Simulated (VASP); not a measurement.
Input of a VASP 6.6.1 run:

The input POSCAR:

```
MgO
1.0
    0.0000000000      2.2820056624      2.2820056624
    2.2820056624      0.0000000000      2.2820056624
    2.2820056624      2.2820056624      0.0000000000
Mg O
1 1
Direct
    0.0000000000      0.0000000000      0.0000000000
    0.2500000000      0.2500000000      0.2500000000
```

Contents of INCAR.step1:

```
PREC = Accurate
ENCUT = 520
EDIFF = 1E-5
ISMEAR = 0
SIGMA = 0.01
LREAL = False
LASPH = True
NELM = 80
ALGO = Normal
ISIF = 2
LWAVE = True
GGA = PE
NBANDS = 11
```

File INCAR.step2:

```
PREC = Accurate
ENCUT = 520
EDIFF = 1E-6
ISMEAR = 0
SIGMA = 0.01
LREAL = False
LASPH = True
NELM = 80
ALGO = Normal
ISIF = 2
LWAVE = False
LCHARG = True
GGA = PE
LHFCALC = True
AEXX = 0.75
HFSCREEN = 0.5
PRECFOCK = Normal
LELF = True
LVHAR = True
ISTART = 1
NBANDS = 11
```

KPOINTS

```
regular mesh
0
Gamma
  4 4 4
```

Potentials or basis: VASP PAW PBE potentials, release 64 (Mg, O).

Command:

```console
$ cat potpaw_PBE.64/Mg/POTCAR potpaw_PBE.64/O/POTCAR > POTCAR
$ cp INCAR.step1 INCAR
$ mpirun -np 1 vasp_std > vasp.out
$ cp INCAR.step2 INCAR
$ mpirun -np 1 vasp_std > vasp.out
```

Q: Predict the pressure.

A: -5.5 GPa.

Q: Predict the band gap on the k mesh.

A: 6.64 eV, direct.

Caveat: the k points lie up to 0.60 Å⁻¹ apart; the PAW data sets were made with another functional, which shifts forces and pressure a little.
